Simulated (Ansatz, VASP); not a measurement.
Two plane-wave programs on Si

File INCAR:

```
SYSTEM = Si
  PREC = Accurate
  ENCUT = 520
  EDIFF = 1E-6
  ISMEAR = 0
  SIGMA = 0.1
  LREAL = .False.
  LASPH = .True.
  NELM = 100
  ALGO = Normal
  ISIF = 2
  LWAVE = .False.
  LCHARG = .False.
  LDIPOL = .True.
  IDIPOL = 3
  DIPOL = 0.5 0.5 0.500
  GGA = CA
  NBANDS = 11
```

File KPOINTS:

```
regular mesh
0
Gamma
  15 15 1
  0 0 0
```

Contents of POSCAR:

```
Si
1.0
    3.7690000000      0.0000000000      0.0000000000
   -1.8845000000      3.2640497469      0.0000000000
    0.0000000000      0.0000000000     28.0000000000
Si
2
Direct
    0.3333333333      0.6666666667      0.5153035714
    0.6666666667      0.3333333333      0.4846964286
```

Input for Ansatz:

```yaml
crystal:
  lattice:
    - [3.769, 0.0, 0.0]
    - [-1.8845, 3.2640497469, 0.0]
    - [0.0, 0.0, 28.0]
  atoms:
    - { symbol: Si, position: [0.3333333333, 0.6666666667, 0.5153035714] }
    - { symbol: Si, position: [0.6666666667, 0.3333333333, 0.4846964286] }
  periodic: [true, true, false]
basis:
  ecutwfc: 420
kpoints:
  mp_grid: { grid: [15, 15, 1] }
hamiltonian:
  xc: lda
  pseudopotentials: { kind: paw, azcp: { folder: soft_1 } }
scf:
  occupations: { method: gaussian, width: 0.1 }
output:
  forces: true
  stress: true
  eigenvalues: true
```

Alike in both runs: task single point; functional LDA; k mesh 15 × 15 × 1; occupations gaussian, width 0.1 eV; no spin polarisation.

|  | VASP | Ansatz |
| --- | --- | --- |
| version | VASP 6.6.1 | Ansatz 0.2.0 |
| potentials or method | VASP PAW LDA potentials, release 64 (Si), cutoff 520 eV | scalar-relativistic, plane waves, PAW |
| valence electrons in the cell | 8 | 8 |

```csv
,VASP,Ansatz,Ansatz less VASP
gap on the k mesh at the Fermi level (eV),none,none,-
rms of the force components (eV/Å),0.851,0.849,-0.0024
```

Ansatz warns that its potentials were made for another functional, while VASP's fit it. LDA's correlation is that of Perdew and Zunger in VASP and of Perdew and Wang (1992) in Ansatz. Atom by atom the forces differ by 0.002 eV/Å (rms over components). A gap of «none» marks a metal or a gap that the smearing closes.
